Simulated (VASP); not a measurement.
# La in VASP: single point with PBEsol

Aim: the single point of La with PBEsol.

Everything below comes from runs of VASP 6.6.1. Logs are shortened: lines on timing, memory, paths and dates and some standing lists are left out, and cuts for length are marked.

### Step 1. The cell of the first run

The cell holds a slab with vacuum, 4 atoms: a = 3.652 Å, b = 3.652 Å, c = 24.987 Å, α = 90.00°, β = 90.00°, γ = 120.00°.

### Step 2. Single point, PBEsol

The input, INCAR:

```
PREC = Accurate ; ENCUT = 520
EDIFF = 1E-6 ; ISMEAR = -1
SIGMA = 0.08 ; LREAL = False
LASPH = True ; NELM = 100
ALGO = Normal ; ISIF = 2
LWAVE = False ; LCHARG = True
LDIPOL = True ; IDIPOL = 3
DIPOL = 0.5 0.5 0.500 ; GGA = PS
LELF = True ; LVHAR = True
LVACPOTAV = True ; NBANDS = 30
```

The input, KPOINTS:

```
regular mesh
0
Gamma
  13 13 1
```

The input, POSCAR:

```
La
1.0
    3.6519883490      0.0000000000      0.0000000000
   -1.8259941745      3.1627146845      0.0000000000
    0.0000000000      0.0000000000     24.9868000000
La
4
Direct
    0.8333333333      0.1666666667      0.3235543007
    0.1666666667      0.8333333333      0.4371605212
    0.8333333333      0.1666666667      0.5628393688
    0.1666666667      0.8333333333      0.6764458093
```

Potentials or basis: VASP PAW PBE potentials, release 64 (La).

Started as:

```bash
$ cat potpaw_PBE.64/La/POTCAR > POTCAR
$ mpirun -np 1 vasp_std > vasp.out
```

OUTCAR:

```text
PREC = Accurate
   ENCUT = 520
   EDIFF = 1E-6
   ISMEAR = -1
   LREAL = False
   LASPH = True
   NELM = 100
   ISIF = 2
   GGA = PS

 ion  position               nearest neighbor table
   1  0.833  0.167  0.324-   2 3.54   2 3.54   2 3.54
   2  0.167  0.833  0.437-   1 3.54   1 3.54   1 3.54
   3  0.833  0.167  0.563-   4 3.54   4 3.54   4 3.54
   4  0.167  0.833  0.676-   3 3.54   3 3.54   3 3.54

  LATTYP: Found a hexagonal cell.
 ALAT       =     3.6519883490
 C/A-ratio  =     6.8419714446

  Lattice vectors:

 A1 = (   3.6519883490,   0.0000000000,   0.0000000000)
 A2 = (  -1.8259941745,   3.1627146845,   0.0000000000)
 A3 = (   0.0000000000,   0.0000000000,  24.9868000000)

Analysis of symmetry for initial positions (statically):
=====================================================================
 Subroutine PRICEL returns:
 Original cell was already a primitive cell.

 Routine SETGRP: Setting up the symmetry group for a
 hexagonal supercell.

 Subroutine GETGRP returns: Found 12 space group operations
 (whereof  4 operations were pure point group operations)
 out of a pool of 24 trial point group operations.

The static configuration has the point symmetry C_2h.
 The point group associated with its full space group is D_3d.

Analysis of symmetry for dynamics (positions and initial velocities):
=====================================================================
 Subroutine PRICEL returns:
 Original cell was already a primitive cell.

 Routine SETGRP: Setting up the symmetry group for a
 hexagonal supercell.

 Subroutine GETGRP returns: Found 12 space group operations
 (whereof  4 operations were pure point group operations)
 out of a pool of 24 trial point group operations.

The dynamic configuration has the point symmetry C_2h.
 The point group associated with its full space group is D_3d.

 Subroutine INISYM returns: Found 12 space group operations
 (whereof  4 operations are pure point group operations),
 and found     1 'primitive' translations

----------------------------------------------------------------------------------------

                                     Primitive cell

  volume of cell :     288.6025

  direct lattice vectors                    reciprocal lattice vectors
     3.651988349  0.000000000  0.000000000     0.273823437  0.158092035  0.000000000
    -1.825994174  3.162714685  0.000000000     0.000000000  0.316184070  0.000000000
     0.000000000  0.000000000 24.986800000     0.000000000  0.000000000  0.040021131

  length of vectors
     3.651988349  3.651988349 24.986800000     0.316184070  0.316184070  0.040021131

[... 86 lines left out ...]
   ISIF   =      2    stress and relaxation
   ISYM   =      2    0-nonsym 1-usesym 2-fastsym
   POTIM  = 0.5000    time-step for ionic-motion
   TEBEG  =    0.0;   TEEND  =   0.0 temperature during run
   PSTRESS=    0.0 pullay stress
   NELECT =      44.0000    total number of electrons
   NUPDOWN=      -1.0000    fix difference up-down
   EMIN   =  10.00;   EMAX   =-10.00  energy-range for DOS
   EFERMI =   0.00;   METHOD = LEGACY
   ISMEAR =    -1;   SIGMA  =   0.08  broadening in eV -4-tet -1-fermi 0-gaus
   EFERMI_NEDOS =   21; number of points for ismear=-14 and -15
   IALGO  =     38    algorithm
   IMIX   =      4    mixing-type and parameters
     AMIX     =   0.40;   BMIX     =  1.00
     AMIX_MAG =   1.60;   BMIX_MAG =  1.00
  volume/ion in A,a.u.               =      72.15       486.90
  Fermi-wavevector in a.u.,A,eV,Ry     =   0.874566  1.652689 10.406619  0.764865
  Thomas-Fermi vector in A             =   1.994114
   LORBIT       =      0    0 simple, 1 ext, 2 COOP (PROOUT), +10 PAW based schemes
   GGA     = PS    functional components
   LHFCALC =     F    Hartree Fock is set to
   AEXX    =    0.0000 exact exchange contribution
   IVDW    =     0    specifies the selected vdW correction
   LEPSILON=     F    determine dielectric tensor
   LRPA    =     F    only Hartree local field effects (RPA)
 non-spin polarized calculation
  energy-cutoff  :      520.00
  volume of cell :      288.60
 maximum number of plane-waves:      7807
 NGX is ok and might be reduce to    28
   NGX = 13   NGY = 13   NGZ = 93

 dipolmoment           0.000000      0.000000     -0.000000 electrons x Angstroem

 number of electron      44.0000002 magnetization

 dipolmoment           0.000000      0.000000      0.000048 electrons x Angstroem

 Free energy of the ion-electron system (eV)
  ---------------------------------------------------
  ext. energy  EPLUGINS =         0.00000000
  ---------------------------------------------------
  free energy    TOTEN  =       -20.15824226 eV

  energy without entropy =      -20.00093279  energy(sigma->0) =      -20.07958753

 E-fermi :   2.4222     XC(G=0):  -5.5005

 val. band max:        2.4176626331   @ k =   0.3077   0.2308   0.0000
 cond. band min:       2.4227286421   @ k =   0.3077  -0.0000   0.0000
 fundamental gap:      0.0050660090
 Fermi energy:         2.4222430740

 k-point     1 :       0.0000    0.0000    0.0000
  band No.  band energies     occupation
      1     -30.4909      2.00000
      2     -30.4860      2.00000
      3     -30.1409      2.00000
      4     -30.0554      2.00000
      5     -14.7596      2.00000
      6     -14.5428      2.00000
[... 682 lines left out ...]
     29       3.6375      0.00000
     30       4.0880      0.00000

------------------------ aborting loop because EDIFF is reached ----------------------------------------

  FORCE on cell =-STRESS in cart. coord.  units (eV):
  Direction    XX          YY          ZZ          XY          YZ          ZX
  --------------------------------------------------------------------------------------
  -------------------------------------------------------------------------------------
  Total       -0.9253475     -0.9253475      0.0438125      0.0000000     -0.0000000      0.0000000
  in kB       -5.1370693     -5.1370693      0.2432251      0.0000000     -0.0000000      0.0000000
  external PRESSURE =      -3.3436378 kB  Pullay stress =       0.0000000 kB

 VOLUME and BASIS-vectors are now :
 -----------------------------------------------------------------------------
  energy-cutoff  :      520.00
  volume of cell :      288.60
      direct lattice vectors                 reciprocal lattice vectors
     3.651988349  0.000000000  0.000000000     0.273823437  0.158092035  0.000000000
    -1.825994174  3.162714685  0.000000000     0.000000000  0.316184070  0.000000000
     0.000000000  0.000000000 24.986800000     0.000000000  0.000000000  0.040021131

 POSITION                                       TOTAL-FORCE (eV/Angst)
 -----------------------------------------------------------------------------------
      2.73899      0.52712      8.08459        -0.000000      0.000000     -0.006236
     -0.91300      2.63560     10.92324        -0.000000      0.000000      0.000044
      2.73899      0.52712     14.06355         0.000000     -0.000000     -0.000044
     -0.91300      2.63560     16.90222         0.000000     -0.000000      0.006236
 -----------------------------------------------------------------------------------
    total drift:                                0.000001     -0.000001      0.007738

  FREE ENERGIE OF THE ION-ELECTRON SYSTEM (eV)
  ---------------------------------------------------
  free  energy   TOTEN  =       -20.1582422644 eV

  energy  without entropy=      -20.0009327892  energy(sigma->0) =      -20.07958753

 vacuum level on the upper side and lower side of the slab         5.739         5.738
```

OSZICAR:

```text
N       E                     dE             d eps       ncg     rms          rms(c)
DAV:   1     0.666149622668E+03    0.66615E+03   -0.15463E+04  1276   0.166E+03
DAV:   2     0.216732438946E+03   -0.44942E+03   -0.43560E+03  1780   0.354E+02
DAV:   3     0.792194950768E+01   -0.20881E+03   -0.20665E+03  2076   0.271E+02
[... 18 lines left out ...]
DAV:  22    -0.201582249196E+02   -0.19626E-04   -0.21485E-06  1352   0.169E-02    0.115E-03
DAV:  23    -0.201582393316E+02   -0.14412E-04   -0.85612E-07  1136   0.654E-03    0.602E-04
DAV:  24    -0.201582409272E+02   -0.15956E-05   -0.24063E-07  1104   0.679E-03    0.287E-04
DAV:  25    -0.201582419613E+02   -0.10341E-05   -0.14446E-07  1048   0.357E-03    0.123E-04
DAV:  26    -0.201582422644E+02   -0.30312E-06   -0.82554E-08  1040   0.444E-03
   1 F= -.20158242E+02 E0= -.20079588E+02  d E =-.157309E+00
```

stdout:

```text
POSCAR found type information on POSCAR La
 POSCAR found :  1 types and       4 ions
 scaLAPACK will be used
 -----------------------------------------------------------------------------
|                                                                             |
[... 23 lines left out ...]
|     field-free region was found. Please increase the size of  your cell     |
|     in the dimension of the dipole correction to obtain accurate            |
|     workfunction values.                                                    |
|                                                                             |
 -----------------------------------------------------------------------------
```

Run time: 6.3 min. Hardware: 1 thread of Intel Xeon 6975P-C (Granite Rapids), shared host; peak memory 0.46 GiB.

What came out:

| Item | Value |
| --- | --- |
| Free energy | -20.1582 eV |
| Largest force | 0.006 eV/Å |
| Band gap on the k mesh | zero (bands 22 and 23 overlap by 0.57 eV) |

Forces on the atoms (eV/Å):
```
La   0.000  0.000 -0.006
La   0.000  0.000  0.000
La   0.000  0.000  0.000
La   0.000  0.000  0.006
```

Caveat: the PAW data sets were made with another functional, which shifts forces and pressure a little; spin-orbit coupling is left out, which moves the levels of the heavy elements.
